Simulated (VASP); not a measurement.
# Se (Cmce) in VASP: single point with PBEsol

Aim: the single point of Se with PBEsol.

All numbers are computed with VASP 6.6.1; they aren't measurements. Logs are shortened: lines on timing, memory, paths and dates and some standing lists are left out, and cuts for length are marked.

## 1. The cell of the first run

The structure is orthorhombic, space group Cmce (No. 64). The conventional cell has a = 5.040 Å, b = 9.275 Å, c = 4.020 Å, α = 90.00°, β = 90.00°, γ = 90.00°. Se (site symmetry m) has 3 Se at 2.43 to 2.63 Å within 3.2 Å.

## 2. Single point, PBEsol

File INCAR:

```
SYSTEM = Se
PREC     = Accurate       ! precision mode
ENCUT    = 520            ! plane-wave cutoff, eV
EDIFF    = 1E-6           ! SCF threshold, eV
ISMEAR   = 0              ! smearing method
SIGMA    = 0.1            ! smearing width, eV
LREAL    = .False.        ! projectors in reciprocal space
LASPH    = .True.         ! aspherical terms in the spheres
NELM     = 100            ! most SCF steps
ALGO     = Normal         ! electronic algorithm
ISIF     = 2              ! what is computed and relaxed
LWAVE    = .False.        ! write WAVECAR
LCHARG   = .True.         ! write CHGCAR
GGA      = PS             ! functional
LELF     = .True.         ! ELF
LVHAR    = .True.       
NBANDS   = 20             ! bands
```

File KPOINTS:

```
regular mesh
0
Gamma
  12 12 12
  0 0 0
```

File POSCAR:

```
Se
1.0
    2.5202079600     -4.6376794249      0.0000000000
    2.5202079600      4.6376794249      0.0000000000
    0.0000000000      0.0000000000      4.0197952932
Se
4
Direct
    0.6123861954      0.3876138046      0.3448743635
    0.1123861954      0.8876138046      0.1551256365
    0.3876138046      0.6123861954      0.6551256365
    0.8876138046      0.1123861954      0.8448743635
```

Potentials or basis: VASP PAW PBE potentials, release 64 (Se).

Launch:

```sh
$ cat potpaw_PBE.64/Se/POTCAR > POTCAR
$ mpirun -np 1 vasp_std > vasp.out
```

OUTCAR:

```text
SYSTEM = Se
   PREC = Accurate
   ENCUT = 520
   EDIFF = 1E-6
   ISMEAR = 0
   LREAL = .False.
   LASPH = .True.
   NELM = 100
   ISIF = 2
   GGA = PS

 ion  position               nearest neighbor table
   1  0.612  0.388  0.345-   3 2.43   2 2.63   2 2.63
   2  0.112  0.888  0.155-   4 2.43   1 2.63   1 2.63
   3  0.388  0.612  0.655-   1 2.43   4 2.63   4 2.63
   4  0.888  0.112  0.845-   2 2.43   3 2.63   3 2.63

  LATTYP: Found a base centered orthorhombic cell.
 ALAT       =     5.0404159200
 B/A-ratio  =     1.8401971181
 C/A-ratio  =     0.7975126174

  Lattice vectors:

 A1 = (   2.5202079600,  -4.6376794249,   0.0000000000)
 A2 = (   2.5202079600,   4.6376794249,   0.0000000000)
 A3 = (   0.0000000000,   0.0000000000,   4.0197952932)

Analysis of symmetry for initial positions (statically):
=====================================================================
 Subroutine PRICEL returns:
 Original cell was already a primitive cell.

 Routine SETGRP: Setting up the symmetry group for a
 base centered orthorhombic supercell.

 Subroutine GETGRP returns: Found  8 space group operations
 (whereof  4 operations were pure point group operations)
 out of a pool of  8 trial point group operations.

The static configuration has the point symmetry C_2h.
 The point group associated with its full space group is D_2h.

Analysis of symmetry for dynamics (positions and initial velocities):
=====================================================================
 Subroutine PRICEL returns:
 Original cell was already a primitive cell.

 Routine SETGRP: Setting up the symmetry group for a
 base centered orthorhombic supercell.

 Subroutine GETGRP returns: Found  8 space group operations
 (whereof  4 operations were pure point group operations)
 out of a pool of  8 trial point group operations.

The dynamic configuration has the point symmetry C_2h.
 The point group associated with its full space group is D_2h.

 Subroutine INISYM returns: Found  8 space group operations
 (whereof  4 operations are pure point group operations),
 and found     1 'primitive' translations

----------------------------------------------------------------------------------------

                                     Primitive cell

  volume of cell :      93.9661

  direct lattice vectors                    reciprocal lattice vectors
     2.520207960 -4.637679425  0.000000000     0.198396326 -0.107812540  0.000000000
     2.520207960  4.637679425  0.000000000     0.198396326  0.107812540  0.000000000
     0.000000000  0.000000000  4.019795293     0.000000000  0.000000000  0.248768887

  length of vectors
     5.278211687  5.278211687  4.019795293     0.225797799  0.225797799  0.248768887

  position of ions in fractional coordinates (direct lattice)
     0.612386195  0.387613805  0.344874363
     0.112386195  0.887613805  0.155125637
     0.387613805  0.612386195  0.655125637
     0.887613805  0.112386195  0.844874363

  ion indices of the primitive-cell ions
   primitive index   ion index
                 1           1
                 2           2
                 3           3
                 4           4

----------------------------------------------------------------------------------------

 KPOINTS: regular mesh

Automatic generation of k-mesh.
 Grid dimensions read from file:
 generate k-points for:   12   12   12

 Generating k-lattice:

  Cartesian coordinates                     Fractional coordinates (reciprocal lattice)
     0.016533027 -0.008984378  0.000000000     0.083333333  0.000000000  0.000000000
     0.016533027  0.008984378  0.000000000     0.000000000  0.083333333  0.000000000
     0.000000000  0.000000000  0.020730741     0.000000000  0.000000000  0.083333333

  Length of vectors
     0.018816483  0.018816483  0.020730741

  Shift w.r.t. Gamma in fractional coordinates (k-lattice)
     0.000000000  0.000000000  0.000000000

 Subroutine IBZKPT returns following result:
 ===========================================

 Found    301 irreducible k-points:

 Following reciprocal coordinates:
            Coordinates               Weight
  0.000000  0.000000  0.000000      1.000000
  0.083333 -0.000000  0.000000      4.000000
  0.166667  0.000000  0.000000      4.000000
  0.250000  0.000000  0.000000      4.000000
  0.333333  0.000000  0.000000      4.000000
  0.416667  0.000000  0.000000      4.000000
[... 16 lines left out ...]
  0.500000  0.166667  0.000000      4.000000
 -0.416667  0.166667  0.000000      4.000000
 [... further k-points ...]
   k-points           NKPTS =    301   k-points in BZ     NKDIM =    301   number of bands    NBANDS=     20
   number of dos      NEDOS =    301   number of ions     NIONS =      4
   total plane-waves  NPLWV =  48000
   dimension x,y,z NGX =    40 NGY =   40 NGZ =   30
   dimension x,y,z NGXF=    80 NGYF=   80 NGZF=   60
   ions per type =               4
   NGX,Y,Z   is equivalent  to a cutoff of  12.60, 12.60, 12.41 a.u.
   NGXF,Y,Z  is equivalent  to a cutoff of  25.20, 25.20, 24.81 a.u.
 SYSTEM =  Se
   PREC   = accura    normal or accurate (medium, high low for compatibility)
   ISTART =      0    job   : 0-new  1-cont  2-samecut
   ICHARG =      2    charge: 1-file 2-atom 10-const
   ISPIN  =      1    spin polarized calculation?
   LNONCOLLINEAR =      F non collinear calculations
   LSORBIT =      F    spin-orbit coupling
   LASPH  =      T    aspherical Exc in radial PAW
   ENCUT  =  520.0 eV  38.22 Ry    6.18 a.u.   9.81  9.81  7.47*2*pi/ulx,y,z
   NELM   =    100;   NELMIN=  2; NELMDL= -5     # of ELM steps
   EDIFF  = 0.1E-05   stopping-criterion for ELM
   LREAL  =      F    real-space projection
   EDIFFG = 0.1E-04   stopping-criterion for IOM
   NSW    =      0    number of steps for IOM
   IBRION =     -1    ionic relax: 0-MD 1-quasi-New 2-CG
   NFREE  =      0    steps in history (QN), initial steepest desc. (CG)
   ISIF   =      2    stress and relaxation
   ISYM   =      2    0-nonsym 1-usesym 2-fastsym
   POTIM  = 0.5000    time-step for ionic-motion
   TEBEG  =    0.0;   TEEND  =   0.0 temperature during run
   PSTRESS=    0.0 pullay stress
   NELECT =      24.0000    total number of electrons
   NUPDOWN=      -1.0000    fix difference up-down
   EMIN   =  10.00;   EMAX   =-10.00  energy-range for DOS
   EFERMI =   0.00;   METHOD = LEGACY
   ISMEAR =     0;   SIGMA  =   0.10  broadening in eV -4-tet -1-fermi 0-gaus
   EFERMI_NEDOS =   21; number of points for ismear=-14 and -15
   IALGO  =     38    algorithm
   IMIX   =      4    mixing-type and parameters
     AMIX     =   0.40;   BMIX     =  1.00
     AMIX_MAG =   1.60;   BMIX_MAG =  1.00
  volume/ion in A,a.u.               =      23.49       158.53
  Fermi-wavevector in a.u.,A,eV,Ry     =   1.038695  1.962850 14.679166  1.078888
  Thomas-Fermi vector in A             =   2.173192
   LORBIT       =      0    0 simple, 1 ext, 2 COOP (PROOUT), +10 PAW based schemes
   GGA     = PS    functional components
   LHFCALC =     F    Hartree Fock is set to
   AEXX    =    0.0000 exact exchange contribution
   IVDW    =     0    specifies the selected vdW correction
   LEPSILON=     F    determine dielectric tensor
   LRPA    =     F    only Hartree local field effects (RPA)
 non-spin polarized calculation
 Gauss-broadening in eV      SIGMA  =   0.10
  energy-cutoff  :      520.00
  volume of cell :       93.97
 maximum number of plane-waves:      2555
   NGX = 19   NGY = 19   NGZ = 15

 number of electron      24.0000002 magnetization

 Free energy of the ion-electron system (eV)
  ---------------------------------------------------
  ext. energy  EPLUGINS =         0.00000000
  ---------------------------------------------------
  free energy    TOTEN  =       -14.96534874 eV

  energy without entropy =      -14.96255240  energy(sigma->0) =      -14.96395057

 E-fermi :   4.0420     XC(G=0):  -9.8384

 val. band max:        4.0369615885   @ k =   0.3333   0.2500   0.0000
 cond. band min:       4.0447561716   @ k =  -0.3333   0.3333   0.4167
 fundamental gap:      0.0077945831
 Fermi energy:         4.0420105994

 k-point     1 :       0.0000    0.0000    0.0000
  band No.  band energies     occupation
      1     -12.1501      2.00000
      2      -8.8131      2.00000
      3      -8.7792      2.00000
      4      -6.5632      2.00000
      5      -2.2747      2.00000
      6      -2.0856      2.00000
[... 12 lines left out ...]
     19      10.4430      0.00000
     20      10.9936      0.00000

 k-point     2 :       0.0833   -0.0000    0.0000
  band No.  band energies     occupation
      1     -12.1098      2.00000
      2      -8.8677      2.00000
      3      -8.7973      2.00000
      4      -6.6669      2.00000
      5      -2.1943      2.00000
      6      -2.0348      2.00000
[... 12 lines left out ...]
     19      10.4394      0.00000
     20      10.9058      0.00000

 k-point     3 :       0.1667    0.0000    0.0000
  band No.  band energies     occupation
      1     -11.9897      2.00000
      2      -9.1157      2.00000
      3      -8.7489      2.00000
      4      -6.9302      2.00000
      5      -1.9546      2.00000
      6      -1.8856      2.00000
[... 12 lines left out ...]
     19      10.4615      0.00000
     20      11.1963      0.00000

 k-point     4 :       0.2500    0.0000    0.0000
  band No.  band energies     occupation
      1     -11.7920      2.00000
      2      -9.4796      2.00000
      3      -8.6653      2.00000
      4      -7.2631      2.00000
      5      -1.6484      2.00000
      6      -1.5907      2.00000
[... 12 lines left out ...]
     19      10.6508      0.00000
     20      11.6647      0.00000

 k-point     5 :       0.3333    0.0000    0.0000
  band No.  band energies     occupation
      1     -11.5210      2.00000
      2      -9.9085      2.00000
      3      -8.5424      2.00000
      4      -7.5987      2.00000
      5      -1.3442      2.00000
      6      -1.1778      2.00000
[... 12 lines left out ...]
     19      10.8074      0.00000
     20      11.2645      0.00000

 k-point     6 :       0.4167    0.0000    0.0000
  band No.  band energies     occupation
      1     -11.1834      2.00000
      2     -10.3569      2.00000
      3      -8.3763      2.00000
      4      -7.9033      2.00000
      5      -1.0192      2.00000
      6      -0.8435      2.00000
[... 12 lines left out ...]
     19      11.0272      0.00000
     20      11.1198      0.00000

 k-point     7 :       0.5000    0.0000    0.0000
  band No.  band energies     occupation
      1     -10.7899      2.00000
      2     -10.7899      2.00000
      3      -8.1636      2.00000
      4      -8.1636      2.00000
      5      -0.7871      2.00000
      6      -0.7871      2.00000
[... 12 lines left out ...]
     19      11.1675      0.00000
     20      11.1675      0.00000
[... 277 lines left out ...]
 k-point    20 :       0.2500    0.1667    0.0000
  band No.  band energies     occupation
      1     -11.3396      2.00000
      2     -10.1317      2.00000
      3      -8.3187      2.00000
      4      -7.9918      2.00000
      5      -1.4903      2.00000
      6      -0.6855      2.00000
[... 12 lines left out ...]
     19      10.1874      0.00000
     20      12.0673      0.00000

 k-point    21 :       0.3333    0.1667    0.0000
  band No.  band energies     occupation
      1     -10.9868      2.00000
      2     -10.5229      2.00000
      3      -8.6692      2.00000
      4      -7.6940      2.00000
      5      -1.2768      2.00000
      6      -0.3900      2.00000
[... 12 lines left out ...]
     19      10.5191      0.00000
     20      11.6676      0.00000

 k-point    22 :       0.4167    0.1667    0.0000
  band No.  band energies     occupation
      1     -10.9017      2.00000
      2     -10.5831      2.00000
      3      -8.9314      2.00000
      4      -7.3816      2.00000
      5      -1.1852      2.00000
      6      -0.3434      2.00000
[... 12 lines left out ...]
     19      10.9788      0.00000
     20      11.4578      0.00000

 k-point    23 :       0.5000    0.1667    0.0000
  band No.  band energies     occupation
      1     -11.2479      2.00000
      2     -10.1484      2.00000
      3      -9.1073      2.00000
      4      -7.0628      2.00000
      5      -1.3985      2.00000
      6      -0.5695      2.00000
[... 12 lines left out ...]
     19      10.9524      0.00000
     20      11.4854      0.00000

 k-point    24 :      -0.4167    0.1667    0.0000
  band No.  band energies     occupation
      1     -11.5450      2.00000
      2      -9.7134      2.00000
      3      -9.2032      2.00000
      4      -6.7535      2.00000
      5      -1.8208      2.00000
      6      -0.9047      2.00000
[... 12 lines left out ...]
     19      10.5173      0.00000
     20      11.5930      0.00000

 [... further k-points ...]

------------------------ aborting loop because EDIFF is reached ----------------------------------------

  FORCE on cell =-STRESS in cart. coord.  units (eV):
  Direction    XX          YY          ZZ          XY          YZ          ZX
  --------------------------------------------------------------------------------------
  -------------------------------------------------------------------------------------
  Total        0.0989838      0.1125772      0.0525476      0.0000000      0.0000000      0.0000000
  in kB        1.6877320      1.9195091      0.8959671      0.0000000      0.0000000      0.0000000
  external PRESSURE =       1.5010694 kB  Pullay stress =       0.0000000 kB

 VOLUME and BASIS-vectors are now :
 -----------------------------------------------------------------------------
  energy-cutoff  :      520.00
  volume of cell :       93.97
      direct lattice vectors                 reciprocal lattice vectors
     2.520207960 -4.637679425  0.000000000     0.198396326 -0.107812540  0.000000000
     2.520207960  4.637679425  0.000000000     0.198396326  0.107812540  0.000000000
     0.000000000  0.000000000  4.019795293     0.000000000  0.000000000  0.248768887

 POSITION                                       TOTAL-FORCE (eV/Angst)
 -----------------------------------------------------------------------------------
      2.52021     -1.04242      1.38632         0.000000     -0.022547     -0.010287
      2.52021      3.59526      0.62357         0.000000     -0.022547      0.010287
      2.52021      1.04242      2.63347         0.000000      0.022547      0.010287
      2.52021     -3.59526      3.39622         0.000000      0.022547     -0.010287
 -----------------------------------------------------------------------------------
    total drift:                               -0.000000     -0.000000     -0.000000

  FREE ENERGIE OF THE ION-ELECTRON SYSTEM (eV)
  ---------------------------------------------------
  free  energy   TOTEN  =       -14.9653487412 eV

  energy  without entropy=      -14.9625524044  energy(sigma->0) =      -14.96395057
```

Wall time 2.6 min (1 thread of Intel Xeon 6975P-C (Granite Rapids), shared host); peak memory 0.52 GiB.

Results:

| Item | Value |
| --- | --- |
| Free energy | -14.9653 eV |
| Pressure | 0.2 GPa |
| Largest force | 0.025 eV/Å |
| Band gap on the k mesh | zero (band 12 reaches 4.11 eV, above the bottom of band 13 at 3.90 eV) |

Forces on the atoms (eV/Å):
```
Se   0.000 -0.023 -0.010
Se   0.000 -0.023  0.010
Se   0.000  0.023  0.010
Se   0.000  0.023 -0.010
```

Stress tensor (GPa, compression positive):
```
0.17 0.00 0.00
0.00 0.19 0.00
0.00 0.00 0.09
```

Caveat: the PAW data sets were made with another functional, which shifts forces and pressure a little.
